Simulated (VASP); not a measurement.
# AlH7 (Fm-3m) in VASP: further runs

Runs on AlH7. Level: PBE. Tasks: relaxation of cell and atoms.

Everything below comes from runs of VASP 6.6.1. Logs are shortened: lines on timing, memory, paths and dates and some standing lists are left out, and cuts for length are marked.

### Step 1. The cell of the first run

Symmetry: Fm-3m, No. 225, cubic system. Conventional cell: a = 6.834 Å, b = 6.834 Å, c = 6.834 Å, α = 90.00°, β = 90.00°, γ = 90.00°. Al (site symmetry m-3m) has 12 H at 2.42 Å within 3.2 Å. H (site symmetry mmm) has 2 Al at 2.42 Å and 10 H at 2.42 Å within 3.2 Å. H (site symmetry m-3m) has 12 H at 2.42 Å within 3.2 Å.

The cell was generated, and may not be a known phase.

### Step 2. Relaxation of cell and atoms, PBE

The input, INCAR:

```
SYSTEM = AlH7
ALGO = Normal ; EDIFF = 1E-7
EDIFFG = -0.08 ; ENCUT = 500
GGA = PE ; GGA_COMPAT = .False.
IBRION = 2 ; ISIF = 3
ISMEAR = 0 ; LASPH = .True.
LCHARG = .False. ; LREAL = .False.
LWAVE = .False. ; NELM = 120
NELMIN = 4 ; NSW = 36
PREC = Accurate ; SIGMA = 0.2
```

The input, KPOINTS:

```
k-points
0
Gamma
  4 4 4
  0 0 0
```

The input, POSCAR:

```
AlH7
1.0
    0.0000000000      3.4169602700      3.4169602700
    3.4169602700      0.0000000000      3.4169602700
    3.4169602700      3.4169602700      0.0000000000
Al H
1 7
Direct
    0.5000000000      0.5000000000      0.5000000000
    0.5000000000      0.0000000000      0.0000000000
    0.0000000000      0.5000000000      0.5000000000
    0.0000000000      0.5000000000      0.0000000000
    0.5000000000      0.0000000000      0.5000000000
    0.0000000000      0.0000000000      0.5000000000
    0.5000000000      0.5000000000      0.0000000000
    0.0000000000      0.0000000000      0.0000000000
```

Potentials or basis: VASP PAW PBE potentials, release 64 (Al, H).

On the command line:

```bash
$ cat potpaw_PBE.64/Al/POTCAR potpaw_PBE.64/H/POTCAR > POTCAR
$ mpirun -np 1 vasp_std > vasp.out
```

OUTCAR:

```text
SYSTEM = AlH7
   EDIFF = 1E-7
   EDIFFG = -0.08
   ENCUT = 500
   GGA = PE
   IBRION = 2
   ISIF = 3
   ISMEAR = 0
   LASPH = .True.
   LREAL = .False.
   NELM = 120
   NELMIN = 4
   NSW = 36
   PREC = Accurate

 ion  position               nearest neighbor table
   1  0.500  0.500  0.500-
   2  0.500  0.000  0.000-
   3  0.000  0.500  0.500-
   4  0.000  0.500  0.000-
   5  0.500  0.000  0.500-
   6  0.000  0.000  0.500-
   7  0.500  0.500  0.000-
   8  0.000  0.000  0.000-

  LATTYP: Found a face centered cubic cell.
 ALAT       =     6.8339205400

  Lattice vectors:

 A1 = (   0.0000000000,   3.4169602700,   3.4169602700)
 A2 = (   3.4169602700,   0.0000000000,   3.4169602700)
 A3 = (   3.4169602700,   3.4169602700,   0.0000000000)

Analysis of symmetry for initial positions (statically):
=====================================================================
 Subroutine PRICEL returns:
 Original cell was already a primitive cell.

 Routine SETGRP: Setting up the symmetry group for a
 face centered cubic supercell.

 Subroutine GETGRP returns: Found 48 space group operations
 (whereof 48 operations were pure point group operations)
 out of a pool of 48 trial point group operations.

The static configuration has the point symmetry O_h .

Analysis of symmetry for dynamics (positions and initial velocities):
=====================================================================
 Subroutine PRICEL returns:
 Original cell was already a primitive cell.

 Routine SETGRP: Setting up the symmetry group for a
 face centered cubic supercell.

 Subroutine GETGRP returns: Found 48 space group operations
 (whereof 48 operations were pure point group operations)
 out of a pool of 48 trial point group operations.

The dynamic configuration has the point symmetry O_h .

 Subroutine INISYM returns: Found 48 space group operations
 (whereof 48 operations are pure point group operations),
 and found     1 'primitive' translations

----------------------------------------------------------------------------------------

                                     Primitive cell

  volume of cell :      79.7902

  direct lattice vectors                    reciprocal lattice vectors
     0.000000000  3.416960270  3.416960270    -0.146328889  0.146328889  0.146328889
     3.416960270  0.000000000  3.416960270     0.146328889 -0.146328889  0.146328889
     3.416960270  3.416960270  0.000000000     0.146328889  0.146328889 -0.146328889

  length of vectors
     4.832311556  4.832311556  4.832311556     0.253449070  0.253449070  0.253449070

  position of ions in fractional coordinates (direct lattice)
     0.500000000  0.500000000  0.500000000
     0.500000000  0.000000000  0.000000000
     0.000000000  0.500000000  0.500000000
     0.000000000  0.500000000  0.000000000
     0.500000000  0.000000000  0.500000000
     0.000000000  0.000000000  0.500000000
     0.500000000  0.500000000  0.000000000
     0.000000000  0.000000000  0.000000000

  ion indices of the primitive-cell ions
   primitive index   ion index
                 1           1
                 2           2
                 3           3
                 4           4
                 5           5
                 6           6
                 7           7
                 8           8

----------------------------------------------------------------------------------------

 KPOINTS: k-points

Automatic generation of k-mesh.
 Grid dimensions read from file:
 generate k-points for:    4    4    4

 Generating k-lattice:

  Cartesian coordinates                     Fractional coordinates (reciprocal lattice)
    -0.036582222  0.036582222  0.036582222     0.250000000  0.000000000  0.000000000
     0.036582222 -0.036582222  0.036582222     0.000000000  0.250000000  0.000000000
     0.036582222  0.036582222 -0.036582222     0.000000000  0.000000000  0.250000000

  Length of vectors
     0.063362268  0.063362268  0.063362268

  Shift w.r.t. Gamma in fractional coordinates (k-lattice)
     0.000000000  0.000000000  0.000000000

 Subroutine IBZKPT returns following result:
 ===========================================

 Found      8 irreducible k-points:

 Following reciprocal coordinates:
            Coordinates               Weight
  0.000000  0.000000  0.000000      1.000000
  0.250000  0.000000  0.000000      8.000000
  0.500000  0.000000  0.000000      4.000000
  0.250000  0.250000  0.000000      6.000000
  0.500000  0.250000  0.000000     24.000000
 -0.250000  0.250000  0.000000     12.000000
  0.500000  0.500000  0.000000      3.000000
 -0.250000  0.500000  0.250000      6.000000
   k-points           NKPTS =      8   k-points in BZ     NKDIM =      8   number of bands    NBANDS=     10
   number of dos      NEDOS =    301   number of ions     NIONS =      8
   total plane-waves  NPLWV =  46656
   dimension x,y,z NGX =    36 NGY =   36 NGZ =   36
   dimension x,y,z NGXF=    72 NGYF=   72 NGZF=   72
   ions per type =               1   7
   NGX,Y,Z   is equivalent  to a cutoff of  12.39, 12.39, 12.39 a.u.
   NGXF,Y,Z  is equivalent  to a cutoff of  24.77, 24.77, 24.77 a.u.
 SYSTEM =  AlH7
   PREC   = accura    normal or accurate (medium, high low for compatibility)
   ISTART =      0    job   : 0-new  1-cont  2-samecut
   ICHARG =      2    charge: 1-file 2-atom 10-const
   ISPIN  =      1    spin polarized calculation?
   LNONCOLLINEAR =      F non collinear calculations
   LSORBIT =      F    spin-orbit coupling
   LASPH  =      T    aspherical Exc in radial PAW
   ENCUT  =  500.0 eV  36.75 Ry    6.06 a.u.   8.81  8.81  8.81*2*pi/ulx,y,z
   NELM   =    120;   NELMIN=  4; NELMDL= -5     # of ELM steps
   EDIFF  = 0.1E-06   stopping-criterion for ELM
   LREAL  =      F    real-space projection
   EDIFFG = -.8E-01   stopping-criterion for IOM
   NSW    =     36    number of steps for IOM
   IBRION =      2    ionic relax: 0-MD 1-quasi-New 2-CG
   NFREE  =      1    steps in history (QN), initial steepest desc. (CG)
   ISIF   =      3    stress and relaxation
   ISYM   =      2    0-nonsym 1-usesym 2-fastsym
   POTIM  = 0.5000    time-step for ionic-motion
   TEBEG  =    0.0;   TEEND  =   0.0 temperature during run
   PSTRESS=    0.0 pullay stress
   NELECT =      10.0000    total number of electrons
   NUPDOWN=      -1.0000    fix difference up-down
   EMIN   =  10.00;   EMAX   =-10.00  energy-range for DOS
   EFERMI =   0.00;   METHOD = LEGACY
   ISMEAR =     0;   SIGMA  =   0.20  broadening in eV -4-tet -1-fermi 0-gaus
   EFERMI_NEDOS =   21; number of points for ismear=-14 and -15
   IALGO  =     38    algorithm
   IMIX   =      4    mixing-type and parameters
     AMIX     =   0.40;   BMIX     =  1.00
     AMIX_MAG =   1.60;   BMIX_MAG =  1.00
  volume/ion in A,a.u.               =       9.97        67.31
  Fermi-wavevector in a.u.,A,eV,Ry     =   0.819266  1.548188  9.132185  0.671197
  Thomas-Fermi vector in A             =   1.930040
   LORBIT       =      0    0 simple, 1 ext, 2 COOP (PROOUT), +10 PAW based schemes
   GGA     = PE    functional components
   LHFCALC =     F    Hartree Fock is set to
   AEXX    =    0.0000 exact exchange contribution
   IVDW    =     0    specifies the selected vdW correction
   LEPSILON=     F    determine dielectric tensor
   LRPA    =     F    only Hartree local field effects (RPA)
 conjugate gradient relaxation of ions
 non-spin polarized calculation
 Gauss-broadening in eV      SIGMA  =   0.20
  energy-cutoff  :      500.00
  volume of cell :       79.79
 maximum number of plane-waves:      2085
   NGX = 17   NGY = 17   NGZ = 17

--------------------------------------- Ionic step        1  -------------------------------------------

 number of electron      10.0000000 magnetization

 Free energy of the ion-electron system (eV)
  ---------------------------------------------------
  ext. energy  EPLUGINS =         0.00000000
  ---------------------------------------------------
  free energy    TOTEN  =       -16.14430381 eV

  energy without entropy =      -16.11442837  energy(sigma->0) =      -16.12936609

 E-fermi :  -0.9157     XC(G=0):  -8.0715

 val. band max:       -1.0437164296   @ k =   0.5000   0.0000   0.0000
 cond. band min:      -0.8915242158   @ k =   0.2500   0.0000   0.0000
 fundamental gap:      0.1521922138
 Fermi energy:        -0.9157233230

 k-point     1 :       0.0000    0.0000    0.0000
  band No.  band energies     occupation
      1      -8.4830      2.00000
      2      -1.6938      2.00000
      3      -1.6938      2.00000
      4      -1.6938      2.00000
      5      -0.8059      0.43746
      6       0.4505      0.00000
      7       0.4505      0.00000
      8       1.8208      0.00000
      9       1.8208      0.00000
     10       1.8208      0.00000
[... 348 lines left out ...]
 POSITION                                       TOTAL-FORCE (eV/Angst)
 -----------------------------------------------------------------------------------
      2.73439      2.73439      2.73439        -0.000000      0.000000      0.000000
      0.00000      1.36719      1.36719         0.000000      0.000000     -0.000000
      2.73439      1.36719      1.36719         0.000000      0.000000      0.000000
      1.36719      0.00000      1.36719        -0.000000     -0.000000      0.000000
      1.36719      2.73439      1.36719         0.000000      0.000000      0.000000
      1.36719      1.36719      0.00000         0.000000      0.000000      0.000000
      1.36719      1.36719      2.73439         0.000000     -0.000000     -0.000000
      0.00000      0.00000      0.00000         0.000000      0.000000      0.000000
 -----------------------------------------------------------------------------------
    total drift:                               -0.000000     -0.000000     -0.000000

  FREE ENERGIE OF THE ION-ELECTRON SYSTEM (eV)
  ---------------------------------------------------
  free  energy   TOTEN  =       -20.4117368794 eV

  energy  without entropy=      -20.3990564006  energy(sigma->0) =      -20.40539664

--------------------------------------- Ionic step        5  -------------------------------------------

 number of electron      10.0000000 magnetization

 Free energy of the ion-electron system (eV)
  ---------------------------------------------------
  ext. energy  EPLUGINS =         0.00000000
  ---------------------------------------------------
  free energy    TOTEN  =       -20.43952110 eV

  energy without entropy =      -20.42748969  energy(sigma->0) =      -20.43350540

 E-fermi :   4.0116     XC(G=0): -10.4290

 val. band max:        3.0645935639   @ k =   0.5000   0.0000   0.0000
 cond. band min:       4.0671114557   @ k =   0.5000   0.0000   0.0000
 fundamental gap:      1.0025178918
 Fermi energy:         4.0116127112

 k-point     1 :       0.0000    0.0000    0.0000
  band No.  band energies     occupation
      1      -9.2952      2.00000
      2       2.1946      2.00000
      3       2.1946      2.00000
      4       2.1946      2.00000
      5       4.9325      0.00000
      6       6.2711      0.00000
      7       6.2711      0.00000
      8       7.4539      0.00000
      9       7.4539      0.00000
     10       7.4539      0.00000
[... 111 lines left out ...]
 POSITION                                       TOTAL-FORCE (eV/Angst)
 -----------------------------------------------------------------------------------
      2.69326      2.69326      2.69326         0.000000      0.000000      0.000000
      0.00000      1.34663      1.34663        -0.000000      0.000000     -0.000000
      2.69326      1.34663      1.34663        -0.000000      0.000000     -0.000000
      1.34663      0.00000      1.34663        -0.000000     -0.000000     -0.000000
      1.34663      2.69326      1.34663        -0.000000     -0.000000     -0.000000
      1.34663      1.34663      0.00000        -0.000000      0.000000     -0.000000
      1.34663      1.34663      2.69326        -0.000000     -0.000000     -0.000000
      0.00000      0.00000      0.00000        -0.000000      0.000000     -0.000000
 -----------------------------------------------------------------------------------
    total drift:                               -0.000000     -0.000000     -0.000000

  FREE ENERGIE OF THE ION-ELECTRON SYSTEM (eV)
  ---------------------------------------------------
  free  energy   TOTEN  =       -20.4395211027 eV

  energy  without entropy=      -20.4274896898  energy(sigma->0) =      -20.43350540

 reached required accuracy - stopping structural energy minimisation
```

It took 63 s on 1 thread of Intel Xeon 8259CL, shared host; peak memory 0.17 GiB.

Results:

- Free energy: -20.4395 eV
- Relaxed volume: 4.88 Å³/atom
- Relaxed cell: a = 3.809 Å, b = 3.809 Å, c = 3.809 Å, α = 60.00°, β = 60.00°, γ = 60.00°
- Space group after relaxing (to 0.1 Å): Fm-3m (No. 225)
- Energy gained by relaxing: 536.9 meV/atom
- Ionic steps: 5
- Pressure after relaxing: -0.3 GPa
- Band gap on the k mesh: zero (bands 5 and 6 overlap by 3.01 eV)

Step by step:
```tsv
step	energy change (eV)	largest force (eV/Å)	pressure (GPa)	volume (Å³)
1	0.0000	0.0000	-19.41	79.79
2	-1.6479	0.0000	-20.43	66.63
3	-4.2172	0.0000	8.95	35.97
4	-4.2674	0.0000	-4.42	40.89
5	-4.2952	0.0000	-0.33	39.07
```

Final structure:
```
Al H
1.0
     0.00000    2.69326    2.69326
     2.69326    0.00000    2.69326
     2.69326    2.69326    0.00000
Al H
1 7
Cartesian
  2.6933 2.6933 2.6933
  0.0000 1.3466 1.3466
  2.6933 1.3466 1.3466
  1.3466 0.0000 1.3466
  1.3466 2.6933 1.3466
  1.3466 1.3466 0.0000
  1.3466 1.3466 2.6933
  0.0000 0.0000 0.0000
```

Caveat: the k points lie up to 0.51 Å⁻¹ apart in the final cell, too coarse for converged energies and pressures of a metal; the volume moved by over 15 % at a fixed basis, so the end points are rough.

[end of part 1 of 2]

The gap in the log of VASP goes by the Fermi energy; the results here count the filled bands.